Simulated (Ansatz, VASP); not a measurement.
Two plane-wave programs on TaSbSe

The input INCAR:

```
PREC = Accurate
ENCUT = 600
EDIFF = 1E-6
ISMEAR = -1
SIGMA = 0.05
LREAL = False
LASPH = True
NELM = 80
ALGO = Normal
ISIF = 3
LWAVE = False
LCHARG = False
GGA = PS
IBRION = 2
NSW = 60
EDIFFG = -0.01
```

The input KPOINTS:

```
regular mesh
0
Gamma
  7 7 5
```

POSCAR

```
TaSbSe
1.0
    3.6296100000      0.0000000000      0.0000000000
    0.0000000000      3.6296100000      0.0000000000
    0.0000000000      0.0000000000      5.6345500000
Ta Sb Se
1 1 1
Direct
    0.0000000000      0.0000000000      0.0000000000
    0.0000000000      0.0000000000      0.5000000000
    0.5000000000      0.5000000000      0.0000000000
```

input.yaml

```yaml
crystal:
  lattice:
    - [3.62961, 0.0, 0.0]
    - [0.0, 3.62961, 0.0]
    - [0.0, 0.0, 5.63455]
  atoms:
    - { symbol: Ta, position: [0.0, 0.0, 0.0] }
    - { symbol: Sb, position: [0.0, 0.0, 0.5] }
    - { symbol: Se, position: [0.5, 0.5, 0.0] }
hamiltonian:
  xc: pbesol
  pseudopotentials: { kind: paw }
kpoints:
  mp_grid: { grid: [7, 7, 5] }
scf:
  occupations: { method: fermi_dirac, width: 0.05 }
output:
  forces: true
  stress: true
  eigenvalues: true
relax:
  f_tol: 0.01
  max_steps: 40
  cell: { stress_tol: 0.05 }
```

Alike in both runs: task relaxation of cell and atoms; functional PBEsol; k mesh 7 × 7 × 5; occupations fermi-dirac, width 0.05 eV; no spin polarisation.

|  | VASP | Ansatz |
| --- | --- | --- |
| version | VASP 6.6.1 | Ansatz 0.2.0 |
| potentials or method | VASP PAW PBE potentials, release 64 (Ta_pv, Sb, Se) | Ansatz PAW |
| plane-wave cutoff (eV) | 600 | 420 |
| valence electrons in the cell | 22 | 44 |

VASP gave:

* gap on the k mesh at the Fermi level, each at its own relaxed structure (eV): none
* relaxed volume (Å³/atom): 23.82
* relaxed cell length with the largest relative difference (Å): 3.580

Problem. Estimate Ansatz's values.

Solution. gap on the k mesh at the Fermi level, each at its own relaxed structure (eV): none; relaxed volume (Å³/atom): 23.77; relaxed cell length with the largest relative difference (Å): 3.577.

VASP's potentials were made for PBE, not for PBEsol. A gap of «none» marks a metal or a gap that the smearing closes. VASP's potentials hold 22 valence electrons a cell and Ansatz's 44, so a difference there can come from the potentials and not from the codes.

Neither program's run includes spin-orbit coupling. Noted on Ansatz's run: the plane-wave basis is chosen anew once the cell has moved, so the energies of steps on either side of that aren't comparable.
